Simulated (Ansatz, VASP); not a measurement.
Two plane-wave programs on TiOs

Contents of INCAR:

```
ALGO     = Normal         # electronic algorithm
DIPOL    = 0.5 0.5 0.500
EDIFF    = 1E-7           # SCF threshold, eV
ENCUT    = 520            # plane-wave cutoff, eV
GGA      = PE             # functional
IDIPOL   = 3            
ISIF     = 2              # what is computed and relaxed
ISMEAR   = 0              # smearing method
LASPH    = T              # aspherical terms in the spheres
LCHARG   = F              # write CHGCAR
LDIPOL   = T            
LREAL    = F              # projectors in reciprocal space
LWAVE    = F              # write WAVECAR
NBANDS   = 17             # bands
NELM     = 100            # most SCF steps
PREC     = Accurate       # precision mode
SIGMA    = 0.1            # smearing width, eV
```

Contents of KPOINTS:

```
k-points
0
Gamma
  6 6 1
```

File POSCAR:

```
TiOs
1.0
    4.3623300000      0.0000000000      0.0000000000
   -2.1811650000      3.7778890000      0.0000000000
    0.0000000000      0.0000000000     15.0000000000
Ti Os
1 1
Direct
    0.6666666700      0.3333333300      0.5296819000
    0.0000000000      0.0000000000      0.4703181000
```

Input for Ansatz:

```yaml
crystal:
  lattice:
    - [4.36233, 0.0, 0.0]
    - [-2.181165, 3.777889, 0.0]
    - [0.0, 0.0, 15.0]
  atoms:
    - { symbol: Ti, position: [0.66666667, 0.33333333, 0.5296819] }
    - { symbol: Os, position: [0.0, 0.0, 0.4703181] }
  periodic: [true, true, false]
basis:
  ecutwfc: 420
kpoints:
  mp_grid: { grid: [6, 6, 1] }
hamiltonian:
  xc: pbe
scf:
  occupations: { method: gaussian, width: 0.1 }
  lower_state_search: "off"
output:
  forces: true
  stress: true
  eigenvalues: true
```

Alike in both runs: task single point; functional PBE; k mesh 6 × 6 × 1; occupations gaussian, width 0.1 eV; no spin polarisation.

|  | VASP | Ansatz |
| --- | --- | --- |
| version | VASP 6.6.1 | Ansatz 0.2.0 |
| potentials or method | VASP PAW PBE potentials, release 64 (Ti_sv, Os), cutoff 520 eV | scalar-relativistic, plane waves, PAW |
| valence electrons in the cell | 20 | 28 |

Ansatz gave:

```
gap on the k mesh at the Fermi level (eV) : 0.47
least direct gap on the mesh (eV)         : 0.47
rms of the force components (eV/Å)        : 0.914
```

What did VASP give for the same quantities?

gap on the k mesh at the Fermi level (eV): 0.48; least direct gap on the mesh (eV): 0.48; rms of the force components (eV/Å): 0.916.

Atom by atom the forces differ by 0.002 eV/Å (rms over components). VASP's potentials hold 20 valence electrons a cell and Ansatz's 28, so a difference there can come from the potentials and not from the codes. Ansatz's warnings: slab cell height set.

Neither program's run includes spin-orbit coupling.
